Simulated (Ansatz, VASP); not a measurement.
**Rb: VASP beside Ansatz**

```
Rb
1.0
    -2.80250    2.80250    2.80250
     2.80250   -2.80250    2.80250
     2.80250    2.80250   -2.80250
Rb
1
Direct
  0.00000 0.00000 0.00000
```

Alike in both runs: task relaxation of cell and atoms; functional PBE; k mesh 5 × 5 × 5; occupations fermi-dirac, width 0.05 eV; non-collinear spin, spin-orbit coupling.

|  | VASP | Ansatz |
| --- | --- | --- |
| version | VASP 6.6.1 | Ansatz 0.2.0 |
| potentials or method | VASP PAW PBE potentials, release 64 (Rb_sv), cutoff 600 eV | all-electron LAPW, relativistic spinors |

VASP gave:

- relaxed volume (Å³/atom): 90.72
- relaxed length of the cell vector where the two differ most in proportion (Å): 4.903

Task: Estimate Ansatz's values.

Result: Relaxed volume (Å³/atom): 90.59; relaxed length of the cell vector where the two differ most in proportion (Å): 4.900.

Ansatz ran all-electron here, and VASP with PAW potentials.

Noted on Ansatz's run: the k mesh is thin for a metal, which can move the energy by tens of meV per atom.
